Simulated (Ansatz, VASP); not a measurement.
**One calculation of CoO, two programs**

Contents of INCAR:

```
PREC = Accurate ; ENCUT = 600
EDIFF = 1E-6 ; ISMEAR = 0
SIGMA = 0.1 ; LREAL = F
LASPH = T ; NELM = 150
ALGO = Normal ; ISIF = 3
LWAVE = F ; LCHARG = F
ISPIN = 2 ; MAGMOM = 2.83 0.35
LORBIT = 11 ; LMAXMIX = 4
LDAU = T ; LDAUTYPE = 2
LDAUL = 2 -1 ; LDAUU = 3.32 0
LDAUJ = 0 0 ; LDAUPRINT = 1
GGA = PE ; IBRION = 2
NSW = 100 ; EDIFFG = -0.05
```

Contents of KPOINTS:

```
regular mesh
0
Gamma
  8 8 8
```

The input POSCAR:

```
CoO
1.0
    2.5580026086      0.0000000000      0.0000000000
    0.0000000000      2.5580026086      0.0000000000
    0.0000000000      0.0000000000      2.5580026086
Co O
1 1
Direct
    0.0000000000      0.0000000000      0.0000000000
    0.5000000000      0.5000000000      0.5000000000
```

Input for Ansatz:

```yaml
crystal:
  lattice:
    - [2.5580026086, 0.0, 0.0]
    - [0.0, 2.5580026086, 0.0]
    - [0.0, 0.0, 2.5580026086]
  atoms:
    - { symbol: Co, position: [0.0, 0.0, 0.0], spin: 2.83 }
    - { symbol: O, position: [0.5, 0.5, 0.5], spin: 0.35 }
basis:
  ecutwfc: 420
kpoints:
  mp_grid: { grid: [8, 8, 8] }
hamiltonian:
  xc: pbe
  hubbard: { sites: [{ species: Co, l: d, u_eff: 3.32 }] }
scf:
  occupations: { method: gaussian, width: 0.1 }
output:
  forces: true
  stress: true
  eigenvalues: true
  populations: true
magnetization:
  spin_polarized: true
relax:
  adjacent_minimum: "off"
  f_tol: 0.05
  max_steps: 80
  cell: { stress_tol: 0.5 }
```

Alike in both runs: task relaxation of cell and atoms; functional PBE; k mesh 8 × 8 × 8; occupations gaussian, width 0.1 eV; collinear spin; Hubbard terms Co d U = 3.32 eV.

|  | VASP | Ansatz |
| --- | --- | --- |
| version | VASP 6.6.1 | Ansatz 0.2.0 |
| potentials or method | VASP PAW PBE potentials, release 64 (Co, O), cutoff 600 eV | scalar-relativistic, plane waves, PAW |
| valence electrons in the cell | 15 | 23 |

VASP gave:

- gap on the k mesh at the Fermi level, each at its own relaxed structure (eV): 1.17
- net moment per atom (μB): 1.50
- size of the moment on the site where the two differ most (μB): 2.69
- relaxed volume (Å³/atom): 9.22
- relaxed cell length with the largest relative difference (Å): 2.642

Problem. What did Ansatz give for the same quantities?

Solution. gap on the k mesh at the Fermi level, each at its own relaxed structure (eV): 0.87; net moment per atom (μB): 1.50; size of the moment on the site where the two differ most (μB): 2.61; relaxed volume (Å³/atom): 9.41; relaxed cell length with the largest relative difference (Å): 2.660.

Site moments also hang on the region over which each program counts them. The programs project onto different local orbitals, so the same U acts differently, and such runs can settle in different states. VASP's potentials hold 15 valence electrons a cell and Ansatz's 23, so a difference there can come from the potentials and not from the codes.
